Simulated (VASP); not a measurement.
Here is a VASP 6.6.1 calculation.

Contents of INCAR:

```
PREC = Accurate
ENCUT = 500
EDIFF = 1E-6
ISMEAR = 0
SIGMA = 0.1
LREAL = False
LASPH = True
NELM = 120
ALGO = Normal
ISIF = 2
LWAVE = False
LCHARG = False
GGA = PE
NBANDS = 16
GGA_COMPAT = False
```

Contents of KPOINTS:

```
regular mesh
0
Gamma
  2 2 2
```

Contents of POSCAR:

```
CdS
1.0
    0.0848476962      2.6033814858      2.7791045726
    2.6911843165      0.0121639042      2.8517883646
    2.7132399838      2.6981209451     -0.0098917632
Cd S
1 1
Direct
    0.0000000000      0.0000000000      0.0000000000
    0.5000000000      0.5000000000      0.5000000000
```

Potentials or basis: VASP PAW PBE potentials, release 64 (Cd, S).

Command:

```sh
$ cat potpaw_PBE.64/Cd/POTCAR potpaw_PBE.64/S/POTCAR > POTCAR
$ mpirun -np 1 vasp_std > vasp.out
```

**Question.** Estimate the pressure.

**Answer.** 11.0 GPa.

**Question.** Predict the band gap on the k mesh.

**Answer.** Zero (band 9 reaches 3.52 eV, above the bottom of band 10 at 3.42 eV).

Stress tensor (GPa, compression positive):
```
 9.16 -1.11 -0.35
-1.11  9.25  0.53
-0.35  0.53 14.73
```

Caveat: the k points lie up to 1.04 Å⁻¹ apart.
